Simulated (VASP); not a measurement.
## Ga: single point with PBEsol

Crystal: Ga.

```
Ga
1.0
    -2.97550    2.97550    2.97550
     2.97550   -2.97550    2.97550
     2.97550    2.97550   -2.97550
Ga
6
Direct
  0.25000 0.62500 0.37500
  0.37500 0.25000 0.62500
  0.75000 0.87500 0.12500
  0.12500 0.75000 0.87500
  0.62500 0.37500 0.25000
  0.87500 0.12500 0.75000
```

- Program: VASP 6.6.1
- Task: single point
- Functional: PBEsol
- Potentials or basis: VASP PAW PBE potentials, release 64 (Ga_d)
- Cutoff: 520 eV
- k mesh: 4 × 4 × 4
- Occupations: gaussian, width 0.1 eV
- Spin: no spin polarisation
- Dipole correction: no
- Further INCAR settings: ALGO = Normal; EDIFF = 1e-06; NBANDS = 48

```yaml
Pressure: 1.3 GPa
Band_gap_on_the_k_mesh: zero (band 39 reaches 7.93 eV, above the bottom of band 40 at 3.97 eV)
```

Levels at points of the mesh, in eV from the Fermi level:
```
           k point  band 36  band 37  band 38  band 39  band 40  band 41  band 42  band 43
(0.00, 0.00, 0.00)    -2.73    -2.15    -2.15    -2.15    -1.77    -1.77    -1.77    -1.64
(0.50, 0.00, 0.00)    -4.47    -0.67    -0.67    -0.08    -0.08     3.25     3.25     3.64
(0.50, 0.50, 0.50)    -6.93     1.72     1.72     1.92     1.92     1.92     1.92     1.92
```

It took 21 s on 1 thread of Intel(R) Xeon(R) 6975P-C (Granite Rapids), on a shared host, peak memory 0.24 GiB.

Caveat: the k points lie up to 0.37 Å⁻¹ apart; the PAW data sets were made with another functional, which shifts forces and pressure a little.
